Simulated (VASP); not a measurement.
# Zr (P6/mmm) in VASP: notebook

Zr is run at these levels: PBE; tasks: single point.

Everything below comes from runs of VASP 6.6.1. Logs are shortened: lines on timing, memory, paths and dates and some standing lists are left out, and cuts for length are marked.

## (1) The cell of the first run

It takes space group P6/mmm (No. 191, hexagonal). Conventional cell: a = 5.042 Å, b = 5.042 Å, c = 3.148 Å, α = 90.00°, β = 90.00°, γ = 120.00°. Zr (site symmetry 6/mmm) has 14 Zr at 3.15 to 3.31 Å within 4.1 Å. Zr (site symmetry -6m2) has 11 Zr at 2.91 to 3.31 Å within 3.8 Å.

## (2) Single point, PBE, collinear spin, ferromagnetic start

Contents of INCAR:

```
SYSTEM = Zr
PREC     = Accurate       ! precision mode
ENCUT    = 520            ! plane-wave cutoff, eV
EDIFF    = 1E-7           ! SCF threshold, eV
ISMEAR   = -1             ! smearing method
SIGMA    = 0.05           ! smearing width, eV
LREAL    = .False.        ! projectors in reciprocal space
LASPH    = .True.         ! aspherical terms in the spheres
NELM     = 150            ! most SCF steps
ALGO     = Normal         ! electronic algorithm
ISIF     = 2              ! what is computed and relaxed
LWAVE    = .False.        ! write WAVECAR
LCHARG   = .False.        ! write CHGCAR
ISPIN    = 2              ! spin polarisation
MAGMOM   = 1 1 1          ! initial moments
LORBIT   = 11             ! projections on sites
LMAXMIX  = 4              ! l up to which the mixer works
GGA      = PE             ! functional
NBANDS   = 29             ! bands
```

Contents of KPOINTS:

```
regular mesh
0
Gamma
  8 8 11
  0 0 0
```

Contents of POSCAR:

```
Zr
1.0
    5.0422730776      0.0000000000      0.0000000000
   -2.5211365388      4.3667365780      0.0000000000
    0.0000000000      0.0000000000      3.1475788115
Zr
3
Direct
    1.0000000000      0.0000000000      0.0000000000
    0.3333333333      0.6666666667      0.5000000000
    0.6666666667      0.3333333333      0.5000000000
```

Potentials or basis: VASP PAW PBE potentials, release 64 (Zr_sv).

The run is started by

```
$ cat potpaw_PBE.64/Zr_sv/POTCAR > POTCAR
$ mpirun -np 1 vasp_std > vasp.out
```

OUTCAR:

```text
SYSTEM = Zr
   PREC = Accurate
   ENCUT = 520
   EDIFF = 1E-7
   ISMEAR = -1
   LREAL = .False.
   LASPH = .True.
   NELM = 150
   ISIF = 2
   ISPIN = 2
   LORBIT = 11
   GGA = PE

 ion  position               nearest neighbor table
   1  0.000  0.000  0.000-   2 3.31   3 3.31   2 3.31   3 3.31   2 3.31   2 3.31   3 3.31   3 3.31
                             3 3.31   3 3.31   2 3.31   2 3.31
   2  0.333  0.667  0.500-   3 2.91   3 2.91   3 2.91   1 3.31   1 3.31   1 3.31   1 3.31   1 3.31
                             1 3.31
   3  0.667  0.333  0.500-   2 2.91   2 2.91   2 2.91   1 3.31   1 3.31   1 3.31   1 3.31   1 3.31
                             1 3.31

  LATTYP: Found a hexagonal cell.
 ALAT       =     5.0422730776
 C/A-ratio  =     0.6242380694

  Lattice vectors:

 A1 = (   5.0422730776,   0.0000000000,   0.0000000000)
 A2 = (  -2.5211365388,   4.3667365780,   0.0000000000)
 A3 = (   0.0000000000,   0.0000000000,   3.1475788115)

Analysis of symmetry for initial positions (statically):
=====================================================================
 Subroutine PRICEL returns:
 Original cell was already a primitive cell.

 Routine SETGRP: Setting up the symmetry group for a
 hexagonal supercell.

 Subroutine GETGRP returns: Found 24 space group operations
 (whereof 24 operations were pure point group operations)
 out of a pool of 24 trial point group operations.

The static configuration has the point symmetry D_6h.

Analysis of symmetry for dynamics (positions and initial velocities):
=====================================================================
 Subroutine PRICEL returns:
 Original cell was already a primitive cell.

 Routine SETGRP: Setting up the symmetry group for a
 hexagonal supercell.

 Subroutine GETGRP returns: Found 24 space group operations
 (whereof 24 operations were pure point group operations)
 out of a pool of 24 trial point group operations.

The dynamic configuration has the point symmetry D_6h.

Analysis of structural, dynamic, and magnetic symmetry:
=====================================================================
 Subroutine PRICEL returns:
 Original cell was already a primitive cell.

 Routine SETGRP: Setting up the symmetry group for a
 hexagonal supercell.

 Subroutine GETGRP returns: Found 24 space group operations
 (whereof 24 operations were pure point group operations)
 out of a pool of 24 trial point group operations.

The overall configuration has the point symmetry D_6h.

 Subroutine INISYM returns: Found 24 space group operations
 (whereof 24 operations are pure point group operations),
 and found     1 'primitive' translations

----------------------------------------------------------------------------------------

                                     Primitive cell

  volume of cell :      69.3043

  direct lattice vectors                    reciprocal lattice vectors
     5.042273078  0.000000000  0.000000000     0.198323253  0.114501984  0.000000000
    -2.521136539  4.366736578  0.000000000     0.000000000  0.229003967  0.000000000
     0.000000000  0.000000000  3.147578811     0.000000000  0.000000000  0.317704515

  length of vectors
     5.042273078  5.042273078  3.147578811     0.229003967  0.229003967  0.317704515

  position of ions in fractional coordinates (direct lattice)
     0.000000000  0.000000000  0.000000000
     0.333333333  0.666666667  0.500000000
     0.666666667  0.333333333  0.500000000

  ion indices of the primitive-cell ions
   primitive index   ion index
                 1           1
                 2           2
                 3           3

----------------------------------------------------------------------------------------

 KPOINTS: regular mesh

Automatic generation of k-mesh.
 Grid dimensions read from file:
 generate k-points for:    8    8   11

 Generating k-lattice:

  Cartesian coordinates                     Fractional coordinates (reciprocal lattice)
     0.024790407  0.014312748  0.000000000     0.125000000  0.000000000  0.000000000
     0.000000000  0.028625496  0.000000000     0.000000000  0.125000000  0.000000000
     0.000000000  0.000000000  0.028882229     0.000000000  0.000000000  0.090909091

  Length of vectors
     0.028625496  0.028625496  0.028882229

  Shift w.r.t. Gamma in fractional coordinates (k-lattice)
     0.000000000  0.000000000  0.000000000

 Subroutine IBZKPT returns following result:
 ===========================================

 Found     60 irreducible k-points:

 Following reciprocal coordinates:
            Coordinates               Weight
  0.000000  0.000000  0.000000      1.000000
  0.125000 -0.000000  0.000000      6.000000
  0.250000 -0.000000  0.000000      6.000000
  0.375000 -0.000000  0.000000      6.000000
  0.500000 -0.000000  0.000000      3.000000
  0.125000  0.125000  0.000000      6.000000
[... 16 lines left out ...]
  0.250000 -0.000000  0.181818     12.000000
  0.375000 -0.000000  0.181818     12.000000
 [... further k-points ...]
   k-points           NKPTS =     60   k-points in BZ     NKDIM =     60   number of bands    NBANDS=     29
   number of dos      NEDOS =    301   number of ions     NIONS =      3
   total plane-waves  NPLWV =  38400
   dimension x,y,z NGX =    40 NGY =   40 NGZ =   24
   dimension x,y,z NGXF=    80 NGYF=   80 NGZF=   48
   ions per type =               3
   NGX,Y,Z   is equivalent  to a cutoff of  13.19, 13.19, 12.68 a.u.
   NGXF,Y,Z  is equivalent  to a cutoff of  26.38, 26.38, 25.35 a.u.
 SYSTEM =  Zr
   PREC   = accura    normal or accurate (medium, high low for compatibility)
   ISTART =      0    job   : 0-new  1-cont  2-samecut
   ICHARG =      2    charge: 1-file 2-atom 10-const
   ISPIN  =      2    spin polarized calculation?
   LNONCOLLINEAR =      F non collinear calculations
   LSORBIT =      F    spin-orbit coupling
   LASPH  =      T    aspherical Exc in radial PAW
   ENCUT  =  520.0 eV  38.22 Ry    6.18 a.u.   9.38  9.38  5.85*2*pi/ulx,y,z
   NELM   =    150;   NELMIN=  2; NELMDL= -5     # of ELM steps
   EDIFF  = 0.1E-06   stopping-criterion for ELM
   LREAL  =      F    real-space projection
   EDIFFG = 0.1E-05   stopping-criterion for IOM
   NSW    =      0    number of steps for IOM
   IBRION =     -1    ionic relax: 0-MD 1-quasi-New 2-CG
   NFREE  =      0    steps in history (QN), initial steepest desc. (CG)
   ISIF   =      2    stress and relaxation
   ISYM   =      2    0-nonsym 1-usesym 2-fastsym
   POTIM  = 0.5000    time-step for ionic-motion
   TEBEG  =    0.0;   TEEND  =   0.0 temperature during run
   PSTRESS=    0.0 pullay stress
   NELECT =      36.0000    total number of electrons
   NUPDOWN=      -1.0000    fix difference up-down
   EMIN   =  10.00;   EMAX   =-10.00  energy-range for DOS
   EFERMI =   0.00;   METHOD = LEGACY
   ISMEAR =    -1;   SIGMA  =   0.05  broadening in eV -4-tet -1-fermi 0-gaus
   EFERMI_NEDOS =   21; number of points for ismear=-14 and -15
   IALGO  =     38    algorithm
   IMIX   =      4    mixing-type and parameters
     AMIX     =   0.40;   BMIX     =  1.00
     AMIX_MAG =   1.60;   BMIX_MAG =  1.00
  volume/ion in A,a.u.               =      23.10       155.90
  Fermi-wavevector in a.u.,A,eV,Ry     =   1.315999  2.486878 23.563308  1.731854
  Thomas-Fermi vector in A             =   2.446142
   LORBIT       =     11    0 simple, 1 ext, 2 COOP (PROOUT), +10 PAW based schemes
   GGA     = PE    functional components
   LHFCALC =     F    Hartree Fock is set to
   AEXX    =    0.0000 exact exchange contribution
   IVDW    =     0    specifies the selected vdW correction
   LEPSILON=     F    determine dielectric tensor
   LRPA    =     F    only Hartree local field effects (RPA)
 spin polarized calculation
  energy-cutoff  :      520.00
  volume of cell :       69.30
 maximum number of plane-waves:      1886
 NGX is ok and might be reduce to    40
   NGX = 19   NGY = 19   NGZ = 11

 number of electron      36.0000000 magnetization      -0.0000825

 number of electron      36.0000000 magnetization       0.0000168

 Free energy of the ion-electron system (eV)
  ---------------------------------------------------
  ext. energy  EPLUGINS =         0.00000000
  ---------------------------------------------------
  free energy    TOTEN  =       -25.57256084 eV

  energy without entropy =      -25.54895974  energy(sigma->0) =      -25.56076029

 E-fermi :   8.9517     XC(G=0): -11.1158

 val. band max:        8.9455654893   @ k =   0.1250  -0.0000   0.0000
 cond. band min:       8.9601762252   @ k =   0.5000  -0.0000   0.0000
 fundamental gap:      0.0146107360
 Fermi energy:         8.9517249502

 spin component 1

 k-point     1 :       0.0000    0.0000    0.0000
  band No.  band energies     occupation
      1     -39.9290      1.00000
      2     -39.6495      1.00000
      3     -39.4569      1.00000
      4     -18.0589      1.00000
      5     -18.0589      1.00000
      6     -18.0431      1.00000
[... 757 lines left out ...]
     28      14.0482      0.00000
     29      14.6442      0.00000

 [... further k-points ...]

 spin component 2

 k-point     1 :       0.0000    0.0000    0.0000
  band No.  band energies     occupation
      1     -39.9290      1.00000
      2     -39.6495      1.00000
      3     -39.4569      1.00000
      4     -18.0589      1.00000
      5     -18.0589      1.00000
      6     -18.0431      1.00000
[... 757 lines left out ...]
     28      14.0482      0.00000
     29      14.6442      0.00000

 [... further k-points ...]

------------------------ aborting loop because EDIFF is reached ----------------------------------------

  FORCE on cell =-STRESS in cart. coord.  units (eV):
  Direction    XX          YY          ZZ          XY          YZ          ZX
  --------------------------------------------------------------------------------------
  -------------------------------------------------------------------------------------
  Total        0.0600719      0.0600719     -0.0323601      0.0000000      0.0000000      0.0000000
  in kB        1.3887437      1.3887437     -0.7481014      0.0000000      0.0000000      0.0000000
  external PRESSURE =       0.6764620 kB  Pullay stress =       0.0000000 kB

 VOLUME and BASIS-vectors are now :
 -----------------------------------------------------------------------------
  energy-cutoff  :      520.00
  volume of cell :       69.30
      direct lattice vectors                 reciprocal lattice vectors
     5.042273078  0.000000000  0.000000000     0.198323253  0.114501984  0.000000000
    -2.521136539  4.366736578  0.000000000     0.000000000  0.229003967  0.000000000
     0.000000000  0.000000000  3.147578811     0.000000000  0.000000000  0.317704515

 POSITION                                       TOTAL-FORCE (eV/Angst)
 -----------------------------------------------------------------------------------
      0.00000      0.00000      0.00000         0.000000      0.000000      0.000000
     -0.00000      2.91116      1.57379        -0.000000      0.000000     -0.000000
      2.52114      1.45558      1.57379         0.000000     -0.000000      0.000000
 -----------------------------------------------------------------------------------
    total drift:                                0.000000      0.000000      0.000000

  FREE ENERGIE OF THE ION-ELECTRON SYSTEM (eV)
  ---------------------------------------------------
  free  energy   TOTEN  =       -25.5725608383 eV

  energy  without entropy=      -25.5489597416  energy(sigma->0) =      -25.56076029

 total charge

# of ion       s       p       d       tot
------------------------------------------
    1        2.222   5.980   1.512   9.714
    2        2.229   5.948   1.724   9.900
    3        2.229   5.948   1.724   9.900
--------------------------------------------------
tot          6.681  17.875   4.959  29.515

 magnetization (x)

# of ion       s       p       d       tot
------------------------------------------
    1        0.000   0.000   0.000   0.000
    2       -0.000   0.000   0.000   0.000
    3       -0.000   0.000   0.000   0.000
--------------------------------------------------
tot         -0.000   0.000   0.000   0.000
```

It took 3.4 min on 1 thread of Intel Xeon Platinum 8259CL at 2.50GHz (Skylake/Cascade Lake), shared host; peak memory 0.32 GiB.

What came out:

- Free energy: -25.5726 eV
- Pressure: 0.1 GPa
- Band gap on the k mesh: zero (filled and empty bands overlap)
- Net moment: 0.00 μB per cell
- Valence electrons inside the program's atomic spheres: Zr 9.71, 9.90

(Continued in part 2 of 2.)
